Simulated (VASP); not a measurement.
# CaSe: single point with r2SCAN

CaSe:

```
Ca Se
1.0
    -0.16951    2.94641    2.94641
     2.94641   -0.16951    2.94641
     2.94641    2.94641   -0.16951
Ca Se
1 1
Direct
  0.00000 0.00000 0.00000
  0.50000 0.50000 0.50000
```

This cell differs from its parent crystal: epitaxial 111 strain +5.0%.

```yaml
Program: VASP 6.6.1
Task: single point
Functional: r2SCAN
Potentials_or_basis: VASP PAW PBE potentials, release 64 (Ca_sv, Se)
Cutoff: 520 eV
k_mesh: 8 × 8 × 8
Occupations: gaussian, width 0.01 eV
Spin: no spin polarisation
```

```
Pressure               : -2.7 GPa
Band gap on the k mesh : 2.33 eV (least direct gap 3.27 eV)
```

Stress tensor (GPa, compression positive):
```
-2.69  1.43  1.43
 1.43 -2.69  1.43
 1.43  1.43 -2.69
```

Levels at points of the mesh, in eV from the valence-band top:
```tsv
k point	band 6	band 7	band 8	band 9	band 10	band 11
(0.00, 0.00, 0.00)	-0.42	-0.42	0.00	3.29	3.72	3.72
(0.50, 0.00, 0.00)	-3.35	-1.40	-1.04	4.77	5.29	5.35
(0.50, 0.50, 0.00)	-2.66	-1.39	-0.94	2.33	5.08	5.15
(0.50, 0.50, 0.50)	-3.19	-1.61	-1.61	4.41	5.64	5.77
```

Wall time 88 s on 1 thread of Intel(R) Xeon(R) Platinum 8559C (Emerald Rapids), on a shared host, peak memory 0.22 GiB.

Caveat: the cell differs from its parent crystal (epitaxial 111 strain +5.0%); the PAW data sets were made with another functional, which shifts forces and pressure a little. A k mesh can miss the band edges.
